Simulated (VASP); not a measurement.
# Be (Im-3m) in VASP: notebook

Runs on Be. Level: PBEsol. Tasks: single point.

Everything below comes from runs of VASP 6.6.1. Logs are shortened: lines on timing, memory, paths and dates and some standing lists are left out, and cuts for length are marked.

### Step 1. The cell of the first run

It takes space group Im-3m (No. 229, cubic). The conventional cell has a = 2.494 Å, b = 2.494 Å, c = 2.494 Å, α = 90.00°, β = 90.00°, γ = 90.00°. Be (site symmetry m-3m) has 14 Be at 2.16 to 2.49 Å within 2.9 Å.

This isn't the form of Be at room conditions, which is hcp.

### Step 2. Single point, PBEsol

Contents of INCAR:

```
  PREC = Accurate
  ENCUT = 600
  EDIFF = 1E-6
  ISMEAR = 1
  SIGMA = 0.05
  LREAL = False
  LASPH = True
  NELM = 120
  ALGO = Normal
  ISIF = 2
  LWAVE = False
  LCHARG = False
  GGA = PS
  NBANDS = 7
  GGA_COMPAT = False
```

Contents of KPOINTS:

```
Automatic mesh
0
Gamma
  10 10 10
```

Contents of POSCAR:

```
Be
1.0
   -1.2467813357      1.2467813357      1.2467813357
    1.2467813357     -1.2467813357      1.2467813357
    1.2467813357      1.2467813357     -1.2467813357
Be
1
Direct
    0.0000000000      0.0000000000      0.0000000000
```

Potentials or basis: VASP PAW PBE potentials, release 64 (Be).

The run is started by

```sh
$ cat potpaw_PBE.64/Be/POTCAR > POTCAR
$ mpirun -np 1 vasp_std > vasp.out
```

OUTCAR:

```text
PREC = Accurate
   ENCUT = 600
   EDIFF = 1E-6
   ISMEAR = 1
   LREAL = False
   LASPH = True
   NELM = 120
   ISIF = 2
   GGA = PS

 ion  position               nearest neighbor table
   1  0.000  0.000  0.000-

  LATTYP: Found a body centered cubic cell.
 ALAT       =     2.4935626714

  Lattice vectors:

 A1 = (  -1.2467813357,   1.2467813357,   1.2467813357)
 A2 = (   1.2467813357,  -1.2467813357,   1.2467813357)
 A3 = (   1.2467813357,   1.2467813357,  -1.2467813357)

Analysis of symmetry for initial positions (statically):
=====================================================================
 Subroutine PRICEL returns:
 Original cell was already a primitive cell.

 Routine SETGRP: Setting up the symmetry group for a
 body centered cubic supercell.

 Subroutine GETGRP returns: Found 48 space group operations
 (whereof 48 operations were pure point group operations)
 out of a pool of 48 trial point group operations.

The static configuration has the point symmetry O_h .

Analysis of symmetry for dynamics (positions and initial velocities):
=====================================================================
 Subroutine PRICEL returns:
 Original cell was already a primitive cell.

 Routine SETGRP: Setting up the symmetry group for a
 body centered cubic supercell.

 Subroutine GETGRP returns: Found 48 space group operations
 (whereof 48 operations were pure point group operations)
 out of a pool of 48 trial point group operations.

The dynamic configuration has the point symmetry O_h .

 Subroutine INISYM returns: Found 48 space group operations
 (whereof 48 operations are pure point group operations),
 and found     1 'primitive' translations

----------------------------------------------------------------------------------------

                                     Primitive cell

  volume of cell :       7.7523

  direct lattice vectors                    reciprocal lattice vectors
    -1.246781336  1.246781336  1.246781336     0.000000000  0.401032632  0.401032632
     1.246781336 -1.246781336  1.246781336     0.401032632  0.000000000  0.401032632
     1.246781336  1.246781336 -1.246781336     0.401032632  0.401032632  0.000000000

  length of vectors
     2.159488619  2.159488619  2.159488619     0.567145786  0.567145786  0.567145786

  position of ions in fractional coordinates (direct lattice)
     0.000000000  0.000000000  0.000000000

  ion indices of the primitive-cell ions
   primitive index   ion index
                 1           1

----------------------------------------------------------------------------------------

 KPOINTS: Automatic mesh

Automatic generation of k-mesh.
 Grid dimensions read from file:
 generate k-points for:   10   10   10

 Generating k-lattice:

  Cartesian coordinates                     Fractional coordinates (reciprocal lattice)
     0.000000000  0.040103263  0.040103263     0.100000000  0.000000000  0.000000000
     0.040103263  0.000000000  0.040103263     0.000000000  0.100000000  0.000000000
     0.040103263  0.040103263  0.000000000     0.000000000  0.000000000  0.100000000

  Length of vectors
     0.056714579  0.056714579  0.056714579

  Shift w.r.t. Gamma in fractional coordinates (k-lattice)
     0.000000000  0.000000000  0.000000000

 Subroutine IBZKPT returns following result:
 ===========================================

 Found     47 irreducible k-points:

 Following reciprocal coordinates:
            Coordinates               Weight
  0.000000  0.000000  0.000000      1.000000
  0.100000  0.000000  0.000000     12.000000
  0.200000  0.000000  0.000000     12.000000
  0.300000  0.000000  0.000000     12.000000
  0.400000  0.000000  0.000000     12.000000
  0.500000  0.000000  0.000000      6.000000
[... 16 lines left out ...]
  0.300000  0.300000  0.100000      8.000000
 -0.300000  0.300000  0.100000     24.000000
 [... further k-points ...]
   k-points           NKPTS =     47   k-points in BZ     NKDIM =     47   number of bands    NBANDS=      7
   number of dos      NEDOS =    301   number of ions     NIONS =      1
   total plane-waves  NPLWV =   5832
   dimension x,y,z NGX =    18 NGY =   18 NGZ =   18
   dimension x,y,z NGXF=    36 NGYF=   36 NGZF=   36
   ions per type =               1
   NGX,Y,Z   is equivalent  to a cutoff of  13.86, 13.86, 13.86 a.u.
   NGXF,Y,Z  is equivalent  to a cutoff of  27.71, 27.71, 27.71 a.u.
 SYSTEM =  unknown system
   PREC   = accura    normal or accurate (medium, high low for compatibility)
   ISTART =      0    job   : 0-new  1-cont  2-samecut
   ICHARG =      2    charge: 1-file 2-atom 10-const
   ISPIN  =      1    spin polarized calculation?
   LNONCOLLINEAR =      F non collinear calculations
   LSORBIT =      F    spin-orbit coupling
   LASPH  =      T    aspherical Exc in radial PAW
   ENCUT  =  600.0 eV  44.10 Ry    6.64 a.u.   4.31  4.31  4.31*2*pi/ulx,y,z
   NELM   =    120;   NELMIN=  2; NELMDL= -5     # of ELM steps
   EDIFF  = 0.1E-05   stopping-criterion for ELM
   LREAL  =      F    real-space projection
   EDIFFG = 0.1E-04   stopping-criterion for IOM
   NSW    =      0    number of steps for IOM
   IBRION =     -1    ionic relax: 0-MD 1-quasi-New 2-CG
   NFREE  =      0    steps in history (QN), initial steepest desc. (CG)
   ISIF   =      2    stress and relaxation
   ISYM   =      2    0-nonsym 1-usesym 2-fastsym
   POTIM  = 0.5000    time-step for ionic-motion
   TEBEG  =    0.0;   TEEND  =   0.0 temperature during run
   PSTRESS=    0.0 pullay stress
   NELECT =       2.0000    total number of electrons
   NUPDOWN=      -1.0000    fix difference up-down
   EMIN   =  10.00;   EMAX   =-10.00  energy-range for DOS
   EFERMI =   0.00;   METHOD = LEGACY
   ISMEAR =     1;   SIGMA  =   0.05  broadening in eV -4-tet -1-fermi 0-gaus
   EFERMI_NEDOS =   21; number of points for ismear=-14 and -15
   IALGO  =     38    algorithm
   IMIX   =      4    mixing-type and parameters
     AMIX     =   0.40;   BMIX     =  1.00
     AMIX_MAG =   1.60;   BMIX_MAG =  1.00
  volume/ion in A,a.u.               =       7.75        52.32
  Fermi-wavevector in a.u.,A,eV,Ry     =   1.042176  1.969428 14.777716  1.086132
  Thomas-Fermi vector in A             =   2.176830
   LORBIT       =      0    0 simple, 1 ext, 2 COOP (PROOUT), +10 PAW based schemes
   GGA     = PS    functional components
   LHFCALC =     F    Hartree Fock is set to
   AEXX    =    0.0000 exact exchange contribution
   IVDW    =     0    specifies the selected vdW correction
   LEPSILON=     F    determine dielectric tensor
   LRPA    =     F    only Hartree local field effects (RPA)
 non-spin polarized calculation
 Methfessel and Paxton  Order N= 1 SIGMA  =   0.05
  energy-cutoff  :      600.00
  volume of cell :        7.75
 maximum number of plane-waves:       268
 NGX is ok and might be reduce to    18
   NGX =  9   NGY =  9   NGZ =  9

 number of electron       2.0000000 magnetization

 Free energy of the ion-electron system (eV)
  ---------------------------------------------------
  ext. energy  EPLUGINS =         0.00000000
  ---------------------------------------------------
  free energy    TOTEN  =        -3.89130762 eV

  energy without entropy =       -3.89117823  energy(sigma->0) =       -3.89126449

 E-fermi :   7.8228     XC(G=0): -10.6781

 val. band max:        7.8026544749   @ k =  -0.4000  -0.4000   0.2000
 cond. band min:       8.1526419714   @ k =  -0.4000  -0.4000   0.1000
 fundamental gap:      0.3499874965
 Fermi energy:         7.8228217054

 k-point     1 :       0.0000    0.0000    0.0000
  band No.  band energies     occupation
      1      -4.2743      2.00000
      2      27.6345      0.00000
      3      27.6345      0.00000
      4      27.6345      0.00000
      5      39.0518      0.00000
      6      39.0518      0.00000
      7      39.0518      0.00000

 k-point     2 :       0.1000    0.0000    0.0000
  band No.  band energies     occupation
      1      -3.9223      2.00000
      2      25.8452      0.00000
      3      26.3601      0.00000
      4      27.2207      0.00000
      5      35.7593      0.00000
      6      36.1372      0.00000
      7      39.6605      0.00000

 k-point     3 :       0.2000    0.0000    0.0000
  band No.  band energies     occupation
      1      -2.8662      2.00000
      2      21.0555      0.00000
      3      24.0674      0.00000
      4      26.1421      0.00000
      5      32.8973      0.00000
      6      33.8530      0.00000
      7      39.3030      0.00000

 k-point     4 :       0.3000    0.0000    0.0000
  band No.  band energies     occupation
      1      -1.1234      2.00000
      2      15.6140      0.00000
      3      22.1018      0.00000
      4      24.8999      0.00000
      5      30.5256      0.00000
      6      33.7660      0.00000
      7      40.6104      0.00000

 k-point     5 :       0.4000    0.0000    0.0000
  band No.  band energies     occupation
      1       1.1542      2.00000
      2      10.9079      0.00000
      3      20.8507      0.00000
      4      23.9874      0.00000
      5      29.0935      0.00000
      6      34.2809      0.00000
      7      42.9545      0.00000
[... 161 lines left out ...]
 k-point    22 :      -0.2000    0.2000    0.1000
  band No.  band energies     occupation
      1      -2.5055      2.00000
      2      20.9690      0.00000
      3      22.4632      0.00000
      4      25.9394      0.00000
      5      30.9245      0.00000
      6      35.3365      0.00000
      7      38.3297      0.00000

 k-point    23 :       0.3000    0.3000    0.1000
  band No.  band energies     occupation
      1       6.9830      2.00000
      2       6.9830      2.00000
      3      12.6650      0.00000
      4      18.5201      0.00000
      5      40.6123      0.00000
      6      43.5821      0.00000
      7      43.5821      0.00000

 k-point    24 :      -0.3000    0.3000    0.1000
  band No.  band energies     occupation
      1      -0.7495      2.00000
      2      15.7531      0.00000
      3      20.4156      0.00000
      4      24.9371      0.00000
      5      31.0186      0.00000
      6      33.1257      0.00000
      7      40.0424      0.00000

 [... further k-points ...]
[... 5 lines left out ...]
  --------------------------------------------------------------------------------------
  -------------------------------------------------------------------------------------
  Total        0.0179270      0.0179270      0.0179270      0.0000000      0.0000000     -0.0000000
  in kB        3.7049960      3.7049960      3.7049960      0.0000000      0.0000000     -0.0000000
  external PRESSURE =       3.7049960 kB  Pullay stress =       0.0000000 kB

 VOLUME and BASIS-vectors are now :
 -----------------------------------------------------------------------------
  energy-cutoff  :      600.00
  volume of cell :        7.75
      direct lattice vectors                 reciprocal lattice vectors
    -1.246781336  1.246781336  1.246781336     0.000000000  0.401032632  0.401032632
     1.246781336 -1.246781336  1.246781336     0.401032632  0.000000000  0.401032632
     1.246781336  1.246781336 -1.246781336     0.401032632  0.401032632  0.000000000

 POSITION                                       TOTAL-FORCE (eV/Angst)
 -----------------------------------------------------------------------------------
      0.00000      0.00000      0.00000        -0.000000      0.000000     -0.000000
 -----------------------------------------------------------------------------------
    total drift:                               -0.000000     -0.000000     -0.000000

  FREE ENERGIE OF THE ION-ELECTRON SYSTEM (eV)
  ---------------------------------------------------
  free  energy   TOTEN  =        -3.8913076222 eV

  energy  without entropy=       -3.8911782342  energy(sigma->0) =       -3.89126449
```

It took 2.7 s on 1 thread of Intel Xeon Platinum 8488C (Sapphire Rapids), shared host; peak memory 0.11 GiB.

Results:

| Item | Value |
| --- | --- |
| Free energy | -3.8913 eV |
| Pressure | 0.4 GPa |
| Band gap on the k mesh | zero (bands 1 and 2 overlap by 5.06 eV) |

Caveat: the PAW data sets were made with another functional, which shifts forces and pressure a little.

[end of part 1 of 2]

The gap in the log of VASP goes by the Fermi energy; the results here count the filled bands.